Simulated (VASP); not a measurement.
A run of VASP 6.6.1 is set up as follows.

INCAR

```
PREC = Accurate
ENCUT = 520
EDIFF = 1E-7
ISMEAR = -1
SIGMA = 0.1
LREAL = False
LASPH = True
NELM = 150
ALGO = Normal
ISIF = 2
LWAVE = False
LCHARG = False
MAGMOM = 0 0 0
LORBIT = 11
LSORBIT = True
GGA_COMPAT = False
LORBMOM = True
NBANDS = 23
```

Contents of KPOINTS:

```
Automatic mesh
0
Gamma
  13 13 13
```

File POSCAR:

```
Cd
1.0
    0.0000000000      2.1528863529      2.1528863529
    2.1528863529      0.0000000000      2.1528863529
    2.1528863529      2.1528863529      0.0000000000
Cd
1
Direct
    0.0000000000      0.0000000000      0.0000000000
```

Potentials or basis: VASP PAW LDA potentials, release 64 (Cd).

The run is started by

```bash
$ cat potpaw_LDA.64/Cd/POTCAR > POTCAR
$ mpirun -np 1 vasp_ncl > vasp.out
```

Question: What does it give for the net moment?

Answer: 0.00 μB per cell.

Question: Estimate the pressure.

Answer: 0.4 GPa.

Moments on the atoms (μB; x, y, z):
```
Cd  0.00 0.00 0.00
```
